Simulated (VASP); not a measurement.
Here is a VASP 6.6.1 calculation.

Contents of INCAR:

```
SYSTEM = GaGeO4
PREC     = Accurate       ! precision mode
ENCUT    = 600            ! plane-wave cutoff, eV
EDIFF    = 1E-6           ! SCF threshold, eV
ISMEAR   = 0              ! smearing method
SIGMA    = 0.1            ! smearing width, eV
LREAL    = .FALSE.        ! projectors in reciprocal space
LASPH    = .TRUE.         ! aspherical terms in the spheres
NELM     = 80             ! most SCF steps
ALGO     = Normal         ! electronic algorithm
ISIF     = 3              ! what is computed and relaxed
LWAVE    = .FALSE.        ! write WAVECAR
LCHARG   = .FALSE.        ! write CHGCAR
GGA      = PE             ! functional
IBRION   = 2              ! ionic algorithm
NSW      = 90             ! ionic steps
EDIFFG   = -0.04          ! ionic threshold
```

Contents of KPOINTS:

```
regular mesh
0
G
  6 6 4
  0 0 0
```

The input POSCAR:

```
GaGeO4
1.0
    4.8593319600      0.0000000000      0.0000000000
   -2.4296659800      4.2083049200      0.0000000000
    0.0000000000      0.0000000000      3.8317387200
Ga Ge O
1 1 4
Direct
    0.0000000000      0.0000000000      0.0000000000
    0.3333333300      0.6666666700      0.0000000000
    0.6666666700      0.3333333300      0.0000000000
    0.5016055000      0.0032110000      0.5000000000
    0.9967890000      0.4983945000      0.5000000000
    0.5016055000      0.4983945000      0.5000000000
```

Potentials or basis: VASP PAW PBE potentials, release 64 (Ga_d, Ge_d, O).

Launch:

```bash
$ cat potpaw_PBE.64/Ga_d/POTCAR potpaw_PBE.64/Ge_d/POTCAR potpaw_PBE.64/O/POTCAR > POTCAR
$ mpirun -np 1 vasp_std > vasp.out
```

Q: Estimate the relaxed cell.

A: a = 5.508 Å, b = 5.508 Å, c = 2.746 Å, α = 90.00°, β = 90.00°, γ = 120.00°.

Q: What does it give for the relaxed volume?

A: 12.03 Å³/atom.

Final structure:
```yaml
crystal:
  lattice:
    - [5.50809, 0.00000, 0.00000]
    - [-2.75405, 4.77015, 0.00000]
    - [0.00000, 0.00000, 2.74614]
  atoms:
    - { symbol: Ga, position: [0.00000, 0.00000, 0.00000] }
    - { symbol: Ge, position: [0.33333, 0.66667, 0.00000] }
    - { symbol: O, position: [0.66667, 0.33333, 0.00000] }
    - { symbol: O, position: [0.48104, 0.96208, 0.50000] }
    - { symbol: O, position: [0.03792, 0.51896, 0.50000] }
    - { symbol: O, position: [0.48104, 0.51896, 0.50000] }
```

Caveat: the k points lie up to 0.57 Å⁻¹ apart in the final cell, too coarse for converged energies and pressures of a metal; a cell axis changed by over 15 % at a fixed basis, so the end point is rough; an odd number of electrons without spin polarisation forces a metal; a magnetic or distorted state may lie lower.
